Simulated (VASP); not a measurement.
# SiNi2 (Pnma) in VASP: single point with LDA

Aim: the single point of SiNi2 with LDA.

All numbers are computed with VASP 6.6.1; they aren't measurements. Logs are shortened: lines on timing, memory, paths and dates and some standing lists are left out, and cuts for length are marked.

### Step 1. The cell of the first run

It takes space group Pnma (No. 62, orthorhombic). The conventional cell has a = 4.892 Å, b = 3.820 Å, c = 6.616 Å, α = 90.00°, β = 90.00°, γ = 90.00°. Within 2.9 Å of Si (site symmetry m) lie 10 Ni at 2.21 to 2.63 Å. Within 3.0 Å of Ni (site symmetry m) lie 6 Si at 2.28 to 3.00 Å and 8 Ni at 2.45 to 2.61 Å. Within 2.9 Å of Ni (site symmetry m) lie 5 Si at 2.21 to 2.63 Å and 8 Ni at 2.45 to 2.73 Å.

### Step 2. Single point, LDA

INCAR reads:

```
SYSTEM = SiNi2
PREC = Accurate ; ENCUT = 520
EDIFF = 1E-6 ; ISMEAR = 0
SIGMA = 0.1 ; LREAL = .False.
LASPH = .True. ; NELM = 80
ALGO = Fast ; ISIF = 2
LWAVE = .False. ; LCHARG = .False.
NBANDS = 60
```

KPOINTS reads:

```
regular mesh
0
Gamma
  9 5 7
  0 0 0
```

POSCAR reads:

```
SiNi2
1.0
    3.8197500145      0.0000000000      0.0000000000
    0.0000000000      6.6160010973      0.0000000000
    0.0000000000      0.0000000000      4.8916376362
Si Ni
4 8
Direct
    0.2500000000      0.6020983162      0.2865409377
    0.7500000000      0.3979016838      0.7134590623
    0.2500000000      0.8979016838      0.7865409377
    0.7500000000      0.1020983162      0.2134590623
    0.2500000000      0.2870024928      0.4734215844
    0.7500000000      0.7129975072      0.5265784156
    0.2500000000      0.2129975072      0.9734215844
    0.7500000000      0.7870024928      0.0265784156
    0.2500000000      0.9344786485      0.3209342682
    0.7500000000      0.0655213515      0.6790657318
    0.2500000000      0.5655213515      0.8209342682
    0.7500000000      0.4344786485      0.1790657318
```

Potentials or basis: VASP PAW LDA potentials, release 64 (Si, Ni).

On the command line:

```
> cat potpaw_LDA.64/Si/POTCAR potpaw_LDA.64/Ni/POTCAR > POTCAR
> mpirun -np 1 vasp_std > vasp.out
```

OUTCAR:

```text
SYSTEM = SiNi2
   PREC = Accurate
   ENCUT = 520
   EDIFF = 1E-6
   ISMEAR = 0
   LREAL = .False.
   LASPH = .True.
   NELM = 80
   ISIF = 2

 ion  position               nearest neighbor table
   1  0.250  0.602  0.287-   9 2.21  12 2.27  12 2.27   5 2.28  11 2.29   6 2.36   6 2.36   8 2.60
                             8 2.60  11 2.63   7 3.00   3 3.13   3 3.13   2 3.14   2 3.14
   2  0.750  0.398  0.713-  10 2.21  11 2.27  11 2.27   6 2.28  12 2.29   5 2.36   5 2.36   7 2.60
                             7 2.60  12 2.63   8 3.00   4 3.13   4 3.13   1 3.14   1 3.14
   3  0.250  0.898  0.787-  11 2.21  10 2.27  10 2.27   7 2.28   9 2.29   8 2.36   8 2.36   6 2.60
                             6 2.60   9 2.63   5 3.00   1 3.13   1 3.13   4 3.14   4 3.14
   4  0.750  0.102  0.213-  12 2.21   9 2.27   9 2.27   8 2.28  10 2.29   7 2.36   7 2.36   5 2.60
                             5 2.60  10 2.63   6 3.00   2 3.13   2 3.13   3 3.14   3 3.14
   5  0.250  0.287  0.473-   1 2.28   2 2.36   2 2.36   9 2.45   7 2.49   7 2.49  11 2.51  12 2.58
                            12 2.58   4 2.60   4 2.60  10 2.61  10 2.61   3 3.00
   6  0.750  0.713  0.527-   2 2.28   1 2.36   1 2.36  10 2.45   8 2.49   8 2.49  12 2.51  11 2.58
                            11 2.58   3 2.60   3 2.60   9 2.61   9 2.61   4 3.00
   7  0.250  0.213  0.973-   3 2.28   4 2.36   4 2.36  11 2.45   5 2.49   5 2.49   9 2.51  10 2.58
                            10 2.58   2 2.60   2 2.60  12 2.61  12 2.61   1 3.00
   8  0.750  0.787  0.027-   4 2.28   3 2.36   3 2.36  12 2.45   6 2.49   6 2.49  10 2.51   9 2.58
                             9 2.58   1 2.60   1 2.60  11 2.61  11 2.61   2 3.00
   9  0.250  0.934  0.321-   1 2.21   4 2.27   4 2.27   3 2.29   5 2.45   7 2.51   8 2.58   8 2.58
                             6 2.61   6 2.61   3 2.63  10 2.73  10 2.73
  10  0.750  0.066  0.679-   2 2.21   3 2.27   3 2.27   4 2.29   6 2.45   8 2.51   7 2.58   7 2.58
                             5 2.61   5 2.61   4 2.63   9 2.73   9 2.73
  11  0.250  0.566  0.821-   3 2.21   2 2.27   2 2.27   1 2.29   7 2.45   5 2.51   6 2.58   6 2.58
                             8 2.61   8 2.61   1 2.63  12 2.73  12 2.73
  12  0.750  0.434  0.179-   4 2.21   1 2.27   1 2.27   2 2.29   8 2.45   6 2.51   5 2.58   5 2.58
                             7 2.61   7 2.61   2 2.63  11 2.73  11 2.73

  LATTYP: Found a simple orthorhombic cell.
 ALAT       =     3.8197500145
 B/A-ratio  =     1.2806172178
 C/A-ratio  =     1.7320508076

  Lattice vectors:

 A1 = (  -3.8197500145,   0.0000000000,   0.0000000000)
 A2 = (   0.0000000000,   0.0000000000,   4.8916376362)
 A3 = (   0.0000000000,   6.6160010973,   0.0000000000)

Analysis of symmetry for initial positions (statically):
=====================================================================
 Subroutine PRICEL returns:
 Original cell was already a primitive cell.

 Routine SETGRP: Setting up the symmetry group for a
 simple orthorhombic supercell.

 Subroutine GETGRP returns: Found  8 space group operations
 (whereof  2 operations were pure point group operations)
 out of a pool of  8 trial point group operations.

The static configuration has the point symmetry S_2 .
 The point group associated with its full space group is D_2h.

Analysis of symmetry for dynamics (positions and initial velocities):
=====================================================================
 Subroutine PRICEL returns:
 Original cell was already a primitive cell.

 Routine SETGRP: Setting up the symmetry group for a
 simple orthorhombic supercell.

 Subroutine GETGRP returns: Found  8 space group operations
 (whereof  2 operations were pure point group operations)
 out of a pool of  8 trial point group operations.

The dynamic configuration has the point symmetry S_2 .
 The point group associated with its full space group is D_2h.

 Subroutine INISYM returns: Found  8 space group operations
 (whereof  2 operations are pure point group operations),
 and found     1 'primitive' translations

----------------------------------------------------------------------------------------

                                     Primitive cell

  volume of cell :     123.6189

  direct lattice vectors                    reciprocal lattice vectors
     3.819750014  0.000000000  0.000000000     0.261797237  0.000000000  0.000000000
     0.000000000  6.616001097  0.000000000     0.000000000  0.151148705  0.000000000
     0.000000000  0.000000000  4.891637636     0.000000000  0.000000000  0.204430515

  length of vectors
     3.819750014  6.616001097  4.891637636     0.261797237  0.151148705  0.204430515

  position of ions in fractional coordinates (direct lattice)
     0.250000000  0.602098316  0.286540938
     0.750000000  0.397901684  0.713459062
     0.250000000  0.897901684  0.786540938
     0.750000000  0.102098316  0.213459062
     0.250000000  0.287002493  0.473421584
     0.750000000  0.712997507  0.526578416
     0.250000000  0.212997507  0.973421584
     0.750000000  0.787002493  0.026578416
     0.250000000  0.934478648  0.320934268
     0.750000000  0.065521352  0.679065732
     0.250000000  0.565521352  0.820934268
     0.750000000  0.434478648  0.179065732

  ion indices of the primitive-cell ions
   primitive index   ion index
                 1           1
                 2           2
                 3           3
                 4           4
                 5           5
                 6           6
                 7           7
                 8           8
                 9           9
                10          10
                11          11
                12          12

----------------------------------------------------------------------------------------

 KPOINTS: regular mesh

Automatic generation of k-mesh.
 Grid dimensions read from file:
 generate k-points for:    9    5    7

 Generating k-lattice:

  Cartesian coordinates                     Fractional coordinates (reciprocal lattice)
     0.029088582  0.000000000  0.000000000     0.111111111  0.000000000  0.000000000
     0.000000000  0.030229741  0.000000000     0.000000000  0.200000000  0.000000000
     0.000000000  0.000000000  0.029204359     0.000000000  0.000000000  0.142857143

  Length of vectors
     0.029088582  0.030229741  0.029204359

  Shift w.r.t. Gamma in fractional coordinates (k-lattice)
     0.000000000  0.000000000  0.000000000

 Subroutine IBZKPT returns following result:
 ===========================================

 Found     60 irreducible k-points:

 Following reciprocal coordinates:
            Coordinates               Weight
  0.000000  0.000000  0.000000      1.000000
  0.111111  0.000000  0.000000      2.000000
  0.222222  0.000000  0.000000      2.000000
  0.333333  0.000000  0.000000      2.000000
  0.444444  0.000000  0.000000      2.000000
  0.000000  0.200000  0.000000      2.000000
[... 16 lines left out ...]
  0.222222  0.200000  0.142857      8.000000
  0.333333  0.200000  0.142857      8.000000
 [... further k-points ...]
   k-points           NKPTS =     60   k-points in BZ     NKDIM =     60   number of bands    NBANDS=     60
   number of dos      NEDOS =    301   number of ions     NIONS =     12
   total plane-waves  NPLWV =  50400
   dimension x,y,z NGX =    28 NGY =   50 NGZ =   36
   dimension x,y,z NGXF=    56 NGYF=  100 NGZF=   72
   ions per type =               4   8
   NGX,Y,Z   is equivalent  to a cutoff of  12.19, 12.56, 12.23 a.u.
   NGXF,Y,Z  is equivalent  to a cutoff of  24.37, 25.13, 24.47 a.u.
 SYSTEM =  SiNi2
   PREC   = accura    normal or accurate (medium, high low for compatibility)
   ISTART =      0    job   : 0-new  1-cont  2-samecut
   ICHARG =      2    charge: 1-file 2-atom 10-const
   ISPIN  =      1    spin polarized calculation?
   LNONCOLLINEAR =      F non collinear calculations
   LSORBIT =      F    spin-orbit coupling
   LASPH  =      T    aspherical Exc in radial PAW
   ENCUT  =  520.0 eV  38.22 Ry    6.18 a.u.   7.10 12.30  9.10*2*pi/ulx,y,z
   NELM   =     80;   NELMIN=  2; NELMDL= -5     # of ELM steps
   EDIFF  = 0.1E-05   stopping-criterion for ELM
   LREAL  =      F    real-space projection
   EDIFFG = 0.1E-04   stopping-criterion for IOM
   NSW    =      0    number of steps for IOM
   IBRION =     -1    ionic relax: 0-MD 1-quasi-New 2-CG
   NFREE  =      0    steps in history (QN), initial steepest desc. (CG)
   ISIF   =      2    stress and relaxation
   ISYM   =      2    0-nonsym 1-usesym 2-fastsym
   POTIM  = 0.5000    time-step for ionic-motion
   TEBEG  =    0.0;   TEEND  =   0.0 temperature during run
   PSTRESS=    0.0 pullay stress
   NELECT =      96.0000    total number of electrons
   NUPDOWN=      -1.0000    fix difference up-down
   EMIN   =  10.00;   EMAX   =-10.00  energy-range for DOS
   EFERMI =   0.00;   METHOD = LEGACY
   ISMEAR =     0;   SIGMA  =   0.10  broadening in eV -4-tet -1-fermi 0-gaus
   EFERMI_NEDOS =   21; number of points for ismear=-14 and -15
   IALGO  =     68    algorithm
   IMIX   =      4    mixing-type and parameters
     AMIX     =   0.40;   BMIX     =  1.00
     AMIX_MAG =   1.60;   BMIX_MAG =  1.00
  volume/ion in A,a.u.               =      10.30        69.52
  Fermi-wavevector in a.u.,A,eV,Ry     =   1.504771  2.843604 30.808144  2.264335
  Thomas-Fermi vector in A             =   2.615707
   LORBIT       =      0    0 simple, 1 ext, 2 COOP (PROOUT), +10 PAW based schemes
   GGA     = CA    functional components
   LHFCALC =     F    Hartree Fock is set to
   AEXX    =    0.0000 exact exchange contribution
   IVDW    =     0    specifies the selected vdW correction
   LEPSILON=     F    determine dielectric tensor
   LRPA    =     F    only Hartree local field effects (RPA)
 non-spin polarized calculation
 RMM-DIIS sequential band-by-band and
 Gauss-broadening in eV      SIGMA  =   0.10
  energy-cutoff  :      520.00
  volume of cell :      123.62
 maximum number of plane-waves:      3352
   NGX = 15   NGY = 25   NGZ = 19

 number of electron      96.0000139 magnetization

 Free energy of the ion-electron system (eV)
  ---------------------------------------------------
  ext. energy  EPLUGINS =         0.00000000
  ---------------------------------------------------
  free energy    TOTEN  =       -84.01239237 eV

  energy without entropy =      -83.98335956  energy(sigma->0) =      -83.99787596

 E-fermi :  11.8293     XC(G=0): -13.4955

 val. band max:       11.8281168428   @ k =   0.1111   0.4000   0.1429
 cond. band min:      11.8381464601   @ k =   0.0000   0.4000   0.1429
 fundamental gap:      0.0100296173
 Fermi energy:        11.8292873950

 k-point     1 :       0.0000    0.0000    0.0000
  band No.  band energies     occupation
      1      -1.1974      2.00000
      2       1.5799      2.00000
      3       1.9591      2.00000
      4       3.4982      2.00000
      5       4.9744      2.00000
      6       5.1431      2.00000
[... 52 lines left out ...]
     59      17.1354      0.00000
     60      17.3889      0.00000

 k-point     2 :       0.1111    0.0000    0.0000
  band No.  band energies     occupation
      1      -1.0736      2.00000
      2       1.6689      2.00000
      3       2.0210      2.00000
      4       3.5112      2.00000
      5       5.0730      2.00000
      6       5.1405      2.00000
[... 52 lines left out ...]
     59      16.9188      0.00000
     60      17.1822      0.00000

 k-point     3 :       0.2222    0.0000    0.0000
  band No.  band energies     occupation
      1      -0.7080      2.00000
      2       1.9258      2.00000
      3       2.1445      2.00000
      4       3.5207      2.00000
      5       4.8995      2.00000
      6       5.3568      2.00000
[... 1312 lines left out ...]
     59      17.4257      0.00000
     60      17.4775      0.00000

 k-point    24 :       0.3333    0.2000    0.1429
  band No.  band energies     occupation
      1       0.1203      2.00000
      2       1.6671      2.00000
      3       2.6549      2.00000
      4       3.2171      2.00000
      5       4.6830      2.00000
      6       5.1947      2.00000
[... 52 lines left out ...]
     59      17.4749      0.00000
     60      17.7928      0.00000

 [... further k-points ...]

------------------------ aborting loop because EDIFF is reached ----------------------------------------

  FORCE on cell =-STRESS in cart. coord.  units (eV):
  Direction    XX          YY          ZZ          XY          YZ          ZX
  --------------------------------------------------------------------------------------
  -------------------------------------------------------------------------------------
  Total       -5.1455080      8.6544759      0.2236771      0.0000000      0.0000000     -0.0000000
  in kB      -66.6889766    112.1673782      2.8989943      0.0000000      0.0000000     -0.0000000
  external PRESSURE =      16.1257986 kB  Pullay stress =       0.0000000 kB

 VOLUME and BASIS-vectors are now :
 -----------------------------------------------------------------------------
  energy-cutoff  :      520.00
  volume of cell :      123.62
      direct lattice vectors                 reciprocal lattice vectors
     3.819750014  0.000000000  0.000000000     0.261797237  0.000000000  0.000000000
     0.000000000  6.616001097  0.000000000     0.000000000  0.151148705  0.000000000
     0.000000000  0.000000000  4.891637636     0.000000000  0.000000000  0.204430515

 POSITION                                       TOTAL-FORCE (eV/Angst)
 -----------------------------------------------------------------------------------
      0.95494      3.98348      1.40165        -0.000000      0.003143     -0.012073
      2.86481      2.63252      3.48998        -0.000000     -0.003143      0.012073
      0.95494      5.94052      3.84747        -0.000000     -0.003143     -0.012073
      2.86481      0.67548      1.04416        -0.000000      0.003143      0.012073
      0.95494      1.89881      2.31581         0.000000     -0.026866     -0.005346
      2.86481      4.71719      2.57583         0.000000      0.026866      0.005346
      0.95494      1.40919      4.76163         0.000000      0.026866     -0.005346
      2.86481      5.20681      0.13001        -0.000000     -0.026866      0.005346
      0.95494      6.18251      1.56989        -0.000000      0.009639     -0.001245
      2.86481      0.43349      3.32174        -0.000000     -0.009639      0.001245
      0.95494      3.74149      4.01571         0.000000     -0.009639     -0.001245
      2.86481      2.87451      0.87592        -0.000000      0.009639      0.001245
 -----------------------------------------------------------------------------------
    total drift:                                0.000000     -0.000000      0.000000

  FREE ENERGIE OF THE ION-ELECTRON SYSTEM (eV)
  ---------------------------------------------------
  free  energy   TOTEN  =       -84.0123923660 eV

  energy  without entropy=      -83.9833595552  energy(sigma->0) =      -83.99787596
```

It took 7.9 min on 1 thread of Oxide Virtual Turin-like, shared host; peak memory 0.36 GiB.

What came out:

| Property | Result |
| --- | --- |
| Free energy | -84.0124 eV |
| Pressure | 1.6 GPa |
| Largest force | 0.027 eV/Å |
| Band gap on the k mesh | zero (band 48 reaches 13.35 eV, above the bottom of band 49 at 11.47 eV) |

Forces in eV/Å, atoms in the order of the input:
```
Si   0.000  0.003 -0.012
Si   0.000 -0.003  0.012
Si   0.000 -0.003 -0.012
Si   0.000  0.003  0.012
Ni   0.000 -0.027 -0.005
Ni   0.000  0.027  0.005
Ni   0.000  0.027 -0.005
Ni   0.000 -0.027  0.005
Ni   0.000  0.010 -0.001
Ni   0.000 -0.010  0.001
Ni   0.000 -0.010 -0.001
Ni   0.000  0.010  0.001
```
